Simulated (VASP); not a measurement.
Runs of VASP 6.6.1 on Se. The structure is that of space group P3_121 (No. 152), or close to it. The cells are those of the table. 

```csv
task,cell,k mesh,cutoff (eV),smearing,gap on the mesh (eV),pressure (GPa)
relaxation of cell and atoms,"relaxed from a = 4.325, b = 4.325, c = 5.020 Å, angles 90.0, 90.0, 120.0°, 3 atoms",9 × 9 × 6,600,gaussian 0.01 eV,1.11,0.0
single point,"a = 4.366, b = 4.366, c = 4.954 Å, angles 90.0, 90.0, 120.0°, 3 atoms",6 × 6 × 4,520,gaussian 0.1 eV,1.26,0.4
single point,"a = 4.326, b = 4.326, c = 5.022 Å, angles 90.0, 90.0, 120.0°, 3 atoms",9 × 9 × 6,520,gaussian 0.01 eV,1.11,0.0
single point,"a = 4.325, b = 4.325, c = 5.020 Å, angles 90.0, 90.0, 120.0°, 3 atoms",9 × 9 × 6,520,gaussian 0.02 eV,(a),0.0
```

Alike in all rows: level r2SCAN+D3(BJ); potentials or basis VASP PAW PBE potentials, release 64 (Se); no spin polarisation.

Task: Estimate the missing entries.

Result: (a) 1.12.

Caveats: the PAW data sets were made with another functional, which shifts forces and pressure a little.

A k mesh can miss the band edges, and the runs leave out spin-orbit coupling on Se.
